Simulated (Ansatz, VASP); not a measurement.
# One calculation of TaN, two programs

```
CELL_PARAMETERS angstrom
2.93800 0.00000 0.00000
-2.93800 5.08877 0.00000
0.00000 0.00000 2.88300
ATOMIC_POSITIONS crystal
Ta 0.33333 0.33333 0.50000
Ta 0.33333 0.83333 0.50000
N 0.00000 0.00000 0.00000
N 0.00000 0.50000 0.00000
```

Alike in both runs: task single point; functional PBEsol; k mesh 7 × 7 × 7; occupations gaussian, width 0.05 eV; collinear spin; Hubbard terms Ta d U = 8.0 eV, J = 0.5 eV.

|  | VASP | Ansatz |
| --- | --- | --- |
| version | VASP 6.6.1 | Ansatz 0.2.0 |
| potentials or method | VASP PAW PBE potentials, release 64 (Ta_sv_GW, N), cutoff 600 eV | scalar-relativistic, plane waves, PAW |
| valence electrons in the cell | 36 | 36 |

```tsv
	VASP	Ansatz	Ansatz less VASP
gap on the k mesh at the Fermi level (eV)	0.02	0.07	+0.050
least direct gap on the mesh (eV)	0.02	0.07	+0.050
pressure (GPa)	21.5	3.3	-18.19
rms of the force components (eV/Å)	0.004	0.007	+0.0033
net moment per atom (μB)	0.00	0.00	0.000
```

VASP's potentials were made for PBE, not for PBEsol. The programs project onto different local orbitals, so the same U acts differently, and such runs can settle in different states. Ansatz's warnings: anti translation declined, seeded moment not kept.

Neither program's run includes spin-orbit coupling.
